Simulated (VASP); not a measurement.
Runs of VASP 6.6.1 on AsIr. The structure is that of space group P4_2/mmc (No. 131), or close to it. The cells are those of the table. 

```csv
task,cell,cutoff (eV),gap on the mesh (eV),pressure (GPa)
single point,"a = 2.916, b = 2.916, c = 7.754 Å, 4 atoms",520,none,(a)
single point,"a = 2.944, b = 2.944, c = 7.763 Å, 4 atoms",520,none,-2.3
relaxation of shape and atoms at fixed volume,"relaxed from a = 2.869, b = 2.869, c = 7.689 Å, 4 atoms",600,none,8.7
single point,"a = 2.916, b = 2.887, c = 7.754 Å, 4 atoms",520,none,2.6
single point,"a = 2.971, b = 2.971, c = 7.768 Å, 4 atoms",520,none,-5.1
```

Alike in all rows: level PBEsol; potentials or basis VASP PAW PBE potentials, release 64 (Ir, As); no spin polarisation; k mesh 8 × 8 × 8; smearing gaussian 0.05 eV.

**Question.** Estimate the missing entries.

**Answer.** (a) 0.9.

Caveats: the PAW data sets were made with another functional, which shifts forces and pressure a little; spin-orbit coupling is left out, which moves the levels of the heavy elements.

A k mesh can miss the band edges, and the runs leave out spin-orbit coupling on As, Ir.

A gap of «none» marks levels without a gap at the run's occupations.
